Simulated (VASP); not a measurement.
Write the native input for VASP 6.6.1 that does the following.

- Task: single point
- Functional: PBEsol
- Potentials or basis: VASP PAW PBE potentials, release 64 (Tl_d, Cl)
- Cutoff: 500 eV
- k mesh: 8 × 8 × 8
- Occupations: gaussian, width 0.02 eV
- Spin: no spin polarisation
- Dipole correction: no
- Further INCAR settings: ALGO = Normal; EDIFF = 1e-06; NBANDS = 17

The structure of TlCl lies in POSCAR:

```
TlCl
1.0
    3.7693044260      0.0000000000      0.0000000000
    0.0000000000      3.7693044260      0.0000000000
    0.0000000000      0.0000000000      3.7693044260
Tl Cl
1 1
Direct
    0.0000000000      0.0000000000      0.0000000000
    0.5000000000      0.5000000000      0.5000000000
```

One way to write it, as run:

INCAR

```
PREC = Accurate
ENCUT = 500
EDIFF = 1E-6
ISMEAR = 0
SIGMA = 0.02
LREAL = False
LASPH = True
NELM = 120
ALGO = Normal
ISIF = 2
LWAVE = False
LCHARG = False
GGA = PS
NBANDS = 17
GGA_COMPAT = False
```

KPOINTS

```
regular mesh
0
Gamma
  8 8 8
```

Potentials or basis: VASP PAW PBE potentials, release 64 (Tl_d, Cl).

Launch:

```console
$ cat potpaw_PBE.64/Tl_d/POTCAR potpaw_PBE.64/Cl/POTCAR > POTCAR
$ mpirun -np 1 vasp_std > vasp.out
```

It gave:

```json
{"Pressure": "-0.1 GPa", "Band gap on the k mesh": "1.80 eV"}
```

Caveat: the PAW data sets were made with another functional, which shifts forces and pressure a little; spin-orbit coupling is left out, which moves the levels of the heavy elements.

Wall time 14 s on 1 thread of Intel(R) Xeon(R) Platinum 8488C (Sapphire Rapids), on a shared host, peak memory 0.17 GiB.
